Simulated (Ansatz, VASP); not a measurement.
ZnGe2N3: VASP beside Ansatz

```
CELL_PARAMETERS angstrom
3.78708 0.00000 0.00000
0.00000 3.78708 0.00000
0.00000 0.00000 8.06391
ATOMIC_POSITIONS crystal
Zn 0.50000 0.50000 0.90625
Ge 0.00000 0.00000 0.31878
Ge 0.00000 0.00000 0.75266
N 0.50000 0.00000 0.84211
N 0.00000 0.50000 0.84211
N 0.00000 0.00000 0.52663
```

Alike in both runs: task single point; functional PBE; k mesh 10 × 10 × 6; occupations gaussian, width 0.1 eV; no spin polarisation.

|  | VASP | Ansatz |
| --- | --- | --- |
| version | VASP 6.6.1 | Ansatz 0.2.0 |
| potentials or method | VASP PAW PBE potentials, release 64 (Zn, Ge_d, N), cutoff 520 eV | scalar-relativistic, plane waves, PAW |
| valence electrons in the cell | 55 | 55 |

Ansatz gave:

```
gap on the k mesh at the Fermi level (eV)                     : none
pressure (GPa)                                                : 0.0
traceless stress, the component that is largest in VASP (GPa) : 0.02
rms of the force components (eV/Å)                            : 0.000
```

Q: What did VASP give for the same quantities?

A: gap on the k mesh at the Fermi level (eV): none; pressure (GPa): 0.0; traceless stress, the component that is largest in VASP (GPa): -0.57; rms of the force components (eV/Å): 0.063.

Atom by atom the forces differ by 0.063 eV/Å (rms over components). A gap of «none» marks a metal or a gap that the smearing closes.
